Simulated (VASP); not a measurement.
# H3C18N in VASP: single point with PBE+D3(BJ)

Aim: the single point of H3C18N with PBE+D3(BJ).

Program: VASP 6.6.1. These are calculated values, not measurements. Logs are shortened: lines on timing, memory, paths and dates and some standing lists are left out, and cuts for length are marked.

## 1. The cell of the first run

The cell holds a slab with vacuum, 22 atoms: a = 7.398 Å, b = 7.398 Å, c = 11.000 Å, α = 90.00°, β = 90.00°, γ = 120.00°.

## 2. Single point, PBE+D3(BJ)

The input, INCAR:

```
SYSTEM = H3C18N
  PREC = Accurate
  ENCUT = 520
  EDIFF = 1E-6
  ISMEAR = 0
  SIGMA = 0.02
  LREAL = Auto
  LASPH = .True.
  NELM = 80
  ALGO = Normal
  ISIF = 2
  LWAVE = .False.
  LCHARG = .True.
  GGA = PE
  IVDW = 12
  LELF = .True.
  LVHAR = .True.
  NBANDS = 57
```

The input, KPOINTS:

```
regular mesh
0
Gamma
  2 2 1
  0 0 0
```

The input, POSCAR:

```
H3C18N
1.0
    7.3980000000      0.0000000000      0.0000000000
   -3.6990000000      6.4068560000      0.0000000000
    0.0000000000      0.0000000000     11.0000000000
C N H
18 1 3
Direct
   -0.0181427885      0.0076570710      0.0755305609
    0.2036091067      0.1266366443      0.1222080793
   -0.0137698864      0.3444092838      0.0636780008
    0.2091894618      0.4560790196      0.0634750822
   -0.0116160390      0.6774751261      0.0663574612
    0.2044489230      0.7839418326      0.0718381343
    0.3239217229      0.0064313227      0.1130872122
    0.5463416463      0.1257645191      0.0723384675
    0.3222812522      0.3479388679      0.0742365060
    0.5387752192      0.4549745747      0.0658042632
    0.3179167715      0.6762164613      0.0631596245
    0.5417210589      0.7888823878      0.0636556051
    0.6542405677      0.0122910766      0.0639408057
    0.8745614123      0.1210162880      0.0646047655
    0.6527175317      0.3418711420      0.0658951606
    0.8762114868      0.4542293430      0.0610418364
    0.6517819348      0.6787754723      0.0607149450
    0.8752754870      0.7916043106      0.0670086613
    0.1782424053      0.1428892525      0.2573615070
    0.3430232033     -0.0191591055      0.2109482324
    0.3219222000      0.2475414149      0.2921857957
    0.0862246326      0.2080713548      0.2718383734
```

Potentials or basis: VASP PAW PBE potentials, release 64 (C, N, H).

Run with:

```sh
> cat potpaw_PBE.64/C/POTCAR potpaw_PBE.64/N/POTCAR potpaw_PBE.64/H/POTCAR > POTCAR
> mpirun -np 1 vasp_std > vasp.out
```

OUTCAR:

```text
SYSTEM = H3C18N
   PREC = Accurate
   ENCUT = 520
   EDIFF = 1E-6
   ISMEAR = 0
   LREAL = Auto
   LASPH = .True.
   NELM = 80
   ISIF = 2
   GGA = PE
   IVDW = 12
 IVDW          = 12

 ion  position               nearest neighbor table
   1  0.982  0.008  0.076-  18 1.39  14 1.42   2 1.51
   2  0.204  0.127  0.122-  19 1.51   1 1.51   9 1.51   7 1.54
   3  0.986  0.344  0.064-  16 1.41   4 1.43  14 1.43
   4  0.209  0.456  0.063-  11 1.41   9 1.42   3 1.43
   5  0.988  0.677  0.066-   6 1.39  16 1.43  18 1.46
   6  0.204  0.784  0.072-   5 1.39  11 1.42   7 1.50
   7  0.324  0.006  0.113-  20 1.11   8 1.50   6 1.50   2 1.54
   8  0.546  0.126  0.072-  15 1.39  13 1.42   7 1.50
   9  0.322  0.348  0.074-  10 1.39   4 1.42   2 1.51
  10  0.539  0.455  0.066-   9 1.39  17 1.43  15 1.45
  11  0.318  0.676  0.063-   4 1.41   6 1.42  12 1.43
  12  0.542  0.789  0.064-  17 1.41  13 1.43  11 1.43
  13  0.654  0.012  0.064-  14 1.41   8 1.42  12 1.43
  14  0.875  0.121  0.065-  13 1.41   1 1.42   3 1.43
  15  0.653  0.342  0.066-   8 1.39  16 1.43  10 1.45
  16  0.876  0.454  0.061-   3 1.41   5 1.43  15 1.43
  17  0.652  0.679  0.061-  12 1.41  18 1.43  10 1.43
  18  0.875  0.792  0.067-   1 1.39  17 1.43   5 1.46
  19  0.178  0.143  0.257-  22 1.02  21 1.03   2 1.51
  20  0.343  0.981  0.211-   7 1.11
  21  0.322  0.248  0.292-  19 1.03
  22  0.086  0.208  0.272-  19 1.02

  LATTYP: Found a hexagonal cell.
 ALAT       =     7.3980000000
 C/A-ratio  =     1.4868883482

  Lattice vectors:

 A1 = (   7.3980000000,   0.0000000000,   0.0000000000)
 A2 = (  -3.6990000000,   6.4068560000,   0.0000000000)
 A3 = (   0.0000000000,   0.0000000000,  11.0000000000)

Analysis of symmetry for initial positions (statically):
=====================================================================
 Subroutine PRICEL returns:
 Original cell was already a primitive cell.

 Routine SETGRP: Setting up the symmetry group for a
 hexagonal supercell.

 Subroutine GETGRP returns: Found  1 space group operations
 (whereof  1 operations were pure point group operations)
 out of a pool of 24 trial point group operations.

The static configuration has the point symmetry C_1 .

Analysis of symmetry for dynamics (positions and initial velocities):
=====================================================================
 Subroutine PRICEL returns:
 Original cell was already a primitive cell.

 Routine SETGRP: Setting up the symmetry group for a
 hexagonal supercell.

 Subroutine GETGRP returns: Found  1 space group operations
 (whereof  1 operations were pure point group operations)
 out of a pool of 24 trial point group operations.

The dynamic configuration has the point symmetry C_1 .

 Subroutine INISYM returns: Found  1 space group operations
 (whereof  1 operations are pure point group operations),
 and found     1 'primitive' translations

----------------------------------------------------------------------------------------

                                     Primitive cell

  volume of cell :     521.3771

  direct lattice vectors                    reciprocal lattice vectors
     7.398000000  0.000000000  0.000000000     0.135171668  0.078041398  0.000000000
    -3.699000000  6.406856000  0.000000000     0.000000000  0.156082796  0.000000000
     0.000000000  0.000000000 11.000000000     0.000000000  0.000000000  0.090909091

  length of vectors
     7.398000000  7.398000054 11.000000000     0.156082797  0.156082796  0.090909091

  position of ions in fractional coordinates (direct lattice)
     0.981857211  0.007657071  0.075530561
     0.203609107  0.126636644  0.122208079
     0.986230114  0.344409284  0.063678001
     0.209189462  0.456079020  0.063475082
     0.988383961  0.677475126  0.066357461
     0.204448923  0.783941833  0.071838134
[... 14 lines left out ...]
     0.321922200  0.247541415  0.292185796
     0.086224633  0.208071355  0.271838373

  ion indices of the primitive-cell ions
   primitive index   ion index
                 1           1
                 2           2
                 3           3
                 4           4
                 5           5
                 6           6
[... 14 lines left out ...]
                21          21
                22          22

----------------------------------------------------------------------------------------

 KPOINTS: regular mesh

Automatic generation of k-mesh.
 Grid dimensions read from file:
 generate k-points for:    2    2    1

 Generating k-lattice:

  Cartesian coordinates                     Fractional coordinates (reciprocal lattice)
     0.067585834  0.039020699  0.000000000     0.500000000 -0.000000000  0.000000000
     0.000000000  0.078041398  0.000000000     0.000000000  0.500000000  0.000000000
     0.000000000  0.000000000  0.090909091     0.000000000  0.000000000  1.000000000

  Length of vectors
     0.078041399  0.078041398  0.090909091

  Shift w.r.t. Gamma in fractional coordinates (k-lattice)
     0.000000000  0.000000000  0.000000000

 Subroutine IBZKPT returns following result:
 ===========================================

 Found      4 irreducible k-points:

 Following reciprocal coordinates:
            Coordinates               Weight
  0.000000  0.000000  0.000000      1.000000
  0.500000 -0.000000  0.000000      1.000000
  0.000000  0.500000  0.000000      1.000000
  0.500000  0.500000  0.000000      1.000000
   k-points           NKPTS =      4   k-points in BZ     NKDIM =      4   number of bands    NBANDS=     57
   number of dos      NEDOS =    301   number of ions     NIONS =     22
   total plane-waves  NPLWV = 263424
   dimension x,y,z NGX =    56 NGY =   56 NGZ =   84
   dimension x,y,z NGXF=   112 NGYF=  112 NGZF=  168
   ions per type =              18   1   3
   NGX,Y,Z   is equivalent  to a cutoff of  12.58, 12.58, 12.70 a.u.
   NGXF,Y,Z  is equivalent  to a cutoff of  25.17, 25.17, 25.39 a.u.
 SYSTEM =  H3C18N
   PREC   = accura    normal or accurate (medium, high low for compatibility)
   ISTART =      0    job   : 0-new  1-cont  2-samecut
   ICHARG =      2    charge: 1-file 2-atom 10-const
   ISPIN  =      1    spin polarized calculation?
   LNONCOLLINEAR =      F non collinear calculations
   LSORBIT =      F    spin-orbit coupling
   LASPH  =      T    aspherical Exc in radial PAW
   ENCUT  =  520.0 eV  38.22 Ry    6.18 a.u.  13.76 13.76 20.45*2*pi/ulx,y,z
   NELM   =     80;   NELMIN=  2; NELMDL= -5     # of ELM steps
   EDIFF  = 0.1E-05   stopping-criterion for ELM
   LREAL  =      T    real-space projection
   EDIFFG = 0.1E-04   stopping-criterion for IOM
   NSW    =      0    number of steps for IOM
   IBRION =     -1    ionic relax: 0-MD 1-quasi-New 2-CG
   NFREE  =      0    steps in history (QN), initial steepest desc. (CG)
   ISIF   =      2    stress and relaxation
   ISYM   =      2    0-nonsym 1-usesym 2-fastsym
   POTIM  = 0.5000    time-step for ionic-motion
   TEBEG  =    0.0;   TEEND  =   0.0 temperature during run
   PSTRESS=    0.0 pullay stress
   NELECT =      80.0000    total number of electrons
   NUPDOWN=      -1.0000    fix difference up-down
   EMIN   =  10.00;   EMAX   =-10.00  energy-range for DOS
   EFERMI =   0.00;   METHOD = LEGACY
   ISMEAR =     0;   SIGMA  =   0.02  broadening in eV -4-tet -1-fermi 0-gaus
   EFERMI_NEDOS =   21; number of points for ismear=-14 and -15
   IALGO  =     38    algorithm
   IMIX   =      4    mixing-type and parameters
     AMIX     =   0.40;   BMIX     =  1.00
     AMIX_MAG =   1.60;   BMIX_MAG =  1.00
  volume/ion in A,a.u.               =      23.70       159.93
  Fermi-wavevector in a.u.,A,eV,Ry     =   0.876437  1.656226 10.451210  0.768142
  Thomas-Fermi vector in A             =   1.996247
   LORBIT       =      0    0 simple, 1 ext, 2 COOP (PROOUT), +10 PAW based schemes
   GGA     = PE    functional components
   LHFCALC =     F    Hartree Fock is set to
   AEXX    =    0.0000 exact exchange contribution
   IVDW    =    12    specifies the selected vdW correction
   LEPSILON=     F    determine dielectric tensor
   LRPA    =     F    only Hartree local field effects (RPA)
 non-spin polarized calculation
 Gauss-broadening in eV      SIGMA  =   0.02
  energy-cutoff  :      520.00
  volume of cell :      521.38
 maximum number of plane-waves:     14099
 NGX is ok and might be reduce to    56
   NGX = 27   NGY = 27   NGZ = 41

 number of electron      80.0000004 magnetization

 Free energy of the ion-electron system (eV)
  ---------------------------------------------------
  ext. energy  EPLUGINS =         0.00000000
  ---------------------------------------------------
  free energy    TOTEN  =      -182.73930087 eV

  energy without entropy =     -182.73930087  energy(sigma->0) =     -182.73930087

 E-fermi :  -1.0370     XC(G=0):  -4.3703

 val. band max:       -1.1497336253   @ k =   0.0000   0.0000   0.0000
 cond. band min:      -0.9164072941   @ k =   0.0000   0.0000   0.0000
 fundamental gap:      0.2333263312
 Fermi energy:        -1.0370410058

 k-point     1 :       0.0000    0.0000    0.0000
  band No.  band energies     occupation
      1     -20.8757      2.00000
      2     -19.6288      2.00000
      3     -18.1752      2.00000
      4     -18.1451      2.00000
      5     -18.0553      2.00000
      6     -18.0230      2.00000
[... 44 lines left out ...]
     51       4.5466      0.00000
     52       4.5965      0.00000

 k-point     2 :       0.5000   -0.0000    0.0000
  band No.  band energies     occupation
      1     -20.5432      2.00000
      2     -19.9897      2.00000
      3     -19.3049      2.00000
      4     -18.6845      2.00000
      5     -18.0307      2.00000
      6     -16.2890      2.00000
[... 44 lines left out ...]
     51       4.2479      0.00000
     52       4.4583      0.00000

 k-point     3 :       0.0000    0.5000    0.0000
  band No.  band energies     occupation
      1     -20.5451      2.00000
      2     -19.9858      2.00000
      3     -19.3035      2.00000
      4     -18.6928      2.00000
      5     -18.0240      2.00000
      6     -16.2972      2.00000
[... 44 lines left out ...]
     51       4.2105      0.00000
     52       4.4453      0.00000

 k-point     4 :       0.5000    0.5000    0.0000
  band No.  band energies     occupation
      1     -20.5253      2.00000
      2     -20.0350      2.00000
      3     -19.2520      2.00000
      4     -18.7369      2.00000
      5     -17.9808      2.00000
      6     -16.3497      2.00000
[... 44 lines left out ...]
     51       4.3743      0.00000
     52       4.5452      0.00000
 [bands above 52 left out]

------------------------ aborting loop because EDIFF is reached ----------------------------------------

 Edisp (eV)   -1.84264

 E8    (eV) :    -0.5570

  FORCE on cell =-STRESS in cart. coord.  units (eV):
  Direction    XX          YY          ZZ          XY          YZ          ZX
  --------------------------------------------------------------------------------------
  -------------------------------------------------------------------------------------
  Total       2.95804     1.72999    -0.08063    -0.98723     0.02394    -0.00725
  in kB       9.08997     5.31622    -0.24776    -3.03374     0.07355    -0.02227
  external pressure =        4.72 kB  Pullay stress =        0.00 kB

 VOLUME and BASIS-vectors are now :
 -----------------------------------------------------------------------------
  energy-cutoff  :      520.00
  volume of cell :      521.38
      direct lattice vectors                 reciprocal lattice vectors
     7.398000000  0.000000000  0.000000000     0.135171668  0.078041398  0.000000000
    -3.699000000  6.406856000  0.000000000     0.000000000  0.156082796  0.000000000
     0.000000000  0.000000000 11.000000000     0.000000000  0.000000000  0.090909091

 POSITION                                       TOTAL-FORCE (eV/Angst)
 -----------------------------------------------------------------------------------
      7.23546      0.04906      0.83084         0.002790      0.030850     -0.005576
      1.03787      0.81134      1.34429         0.005700     -0.021254     -0.022582
      6.02216      2.20658      0.70046        -0.007751     -0.001428     -0.004733
     -0.13945      2.92203      0.69823         0.004009      0.000735     -0.004908
      4.80608      4.34049      0.72993        -0.010537      0.001073     -0.001224
     -1.38729      5.02260      0.79022         0.007785      0.021358     -0.001832
[... 14 lines left out ...]
      1.46592      1.58596      3.21404         0.009217     -0.014032      0.009543
     -0.13177      1.33308      2.99022        -0.006701     -0.026437      0.009129
 -----------------------------------------------------------------------------------
    total drift:                               -0.010778     -0.013622      0.019810

  FREE ENERGIE OF THE ION-ELECTRON SYSTEM (eV)
  ---------------------------------------------------
  free  energy   TOTEN  =      -184.5819368568 eV

  energy  without entropy=     -184.5819368568  energy(sigma->0) =     -184.58193686
```

Wall time 7.5 min (1 thread of Intel Xeon 8259CL, shared host); peak memory 0.6 GiB.

Results:

| Property | Result |
| --- | --- |
| Free energy | -184.5819 eV |
| Largest force | 0.066 eV/Å |
| Band gap on the k mesh | 0.23 eV |
| Dispersion energy per atom | -0.084 eV |

Forces on the atoms (eV/Å):
```
C    0.003  0.031 -0.006
C    0.006 -0.021 -0.023
C   -0.008 -0.001 -0.005
C    0.004  0.001 -0.005
C   -0.011  0.001 -0.001
C    0.008  0.021 -0.002
C    0.004 -0.007 -0.014
C   -0.007 -0.007  0.002
C   -0.001 -0.012  0.001
C    0.006  0.000  0.000
C    0.001  0.006 -0.003
C   -0.008 -0.004  0.004
C   -0.008 -0.005 -0.008
C    0.011  0.013 -0.003
C   -0.006  0.005 -0.003
C   -0.003 -0.006  0.001
C    0.002 -0.009 -0.003
C    0.010 -0.027 -0.005
N   -0.012  0.061  0.021
H    0.006 -0.001  0.034
H    0.009 -0.014  0.010
H   -0.007 -0.026  0.009
```

Levels at points of the mesh, in eV from the valence-band top:
```tsv
k point	band 38	band 39	band 40	band 41	band 42	band 43
(0.00, 0.00, 0.00)	-2.14	-1.30	0.00	0.23	1.44	2.76
(0.50, 0.00, 0.00)	-2.29	-2.05	-1.41	1.44	1.88	2.47
(0.00, 0.50, 0.00)	-2.41	-1.92	-1.45	1.44	1.88	2.48
(0.50, 0.50, 0.00)	-2.44	-2.05	-0.84	0.59	2.04	2.50
```

Caveat: the k points lie up to 0.49 Å⁻¹ apart; there is no dipole correction, which matters where the two faces differ; semilocal functionals underestimate gaps, and a narrow one can read as zero.
